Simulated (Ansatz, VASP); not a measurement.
**Two plane-wave programs on Ge**

The input POSCAR:

```
Ge
1.0
    0.0000000000      2.6619744874      3.1943693849
    2.6619744874      0.0000000000      3.1943693849
    2.6619744874      2.6619744874      0.0000000000
Ge
2
Direct
    0.5000000000      0.5000000000      0.5000000000
    0.7500000000      0.7500000000      0.7500000000
```

The input INCAR.step1:

```
SYSTEM = Ge
PREC     = Accurate       ! precision mode
ENCUT    = 520            ! plane-wave cutoff, eV
ISMEAR   = 0              ! smearing method
SIGMA    = 0.05           ! smearing width, eV
LREAL    = .False.        ! projectors in reciprocal space
LASPH    = .True.         ! aspherical terms in the spheres
NELM     = 80             ! most SCF steps
NBANDS   = 21             ! bands
GGA      = PE             ! functional
ALGO     = Normal         ! electronic algorithm
EDIFF    = 1E-4           ! SCF threshold, eV
LWAVE    = .True.         ! write WAVECAR
LCHARG   = .False.        ! write CHGCAR
```

The input INCAR.step2:

```
SYSTEM = Ge
PREC     = Accurate       ! precision mode
ENCUT    = 520            ! plane-wave cutoff, eV
EDIFF    = 1E-6           ! SCF threshold, eV
ISMEAR   = 0              ! smearing method
SIGMA    = 0.05           ! smearing width, eV
LREAL    = .False.        ! projectors in reciprocal space
LASPH    = .True.         ! aspherical terms in the spheres
NELM     = 80             ! most SCF steps
ALGO     = Normal         ! electronic algorithm
ISIF     = 2              ! what is computed and relaxed
LWAVE    = .False.        ! write WAVECAR
LCHARG   = .False.        ! write CHGCAR
METAGGA  = R2SCAN         ! meta-GGA
LMIXTAU  = .True.       
NBANDS   = 21             ! bands
ISTART   = 1
```

Contents of KPOINTS:

```
Automatic mesh
0
Gamma
  12 12 12
  0 0 0
```

Input for Ansatz:

```yaml
crystal:
  lattice:
    - [0.0, 2.6619744874, 3.1943693849]
    - [2.6619744874, 0.0, 3.1943693849]
    - [2.6619744874, 2.6619744874, 0.0]
  atoms:
    - { symbol: Ge, position: [0.5, 0.5, 0.5] }
    - { symbol: Ge, position: [0.75, 0.75, 0.75] }
basis:
  ecutwfc: 500
kpoints:
  mp_grid: { grid: [12, 12, 12] }
hamiltonian:
  xc: r2scan
scf:
  occupations: { method: gaussian, width: 0.05 }
output:
  forces: true
  stress: true
  eigenvalues: true
```

Alike in both runs: task single point; functional r2SCAN; k mesh 12 × 12 × 12; occupations gaussian, width 0.05 eV; no spin polarisation.

|  | VASP | Ansatz |
| --- | --- | --- |
| version | VASP 6.6.1 | Ansatz 0.2.0 |
| potentials or method | VASP PAW PBE potentials, release 64 (Ge_d), cutoff 520 eV | scalar-relativistic, plane waves, PAW |
| valence electrons in the cell | 28 | 28 |

|  | VASP | Ansatz | Ansatz less VASP |
| --- | --- | --- | --- |
| gap on the k mesh at the Fermi level (eV) | none | none | - |
| pressure (GPa) | 0.9 | 0.9 | -0.02 |
| traceless stress, the component that is largest in VASP (GPa) | -11.72 | -11.78 | -0.056 |

VASP's potentials were made for PBE, not for r2SCAN. A gap of «none» marks a metal or a gap that the smearing closes.
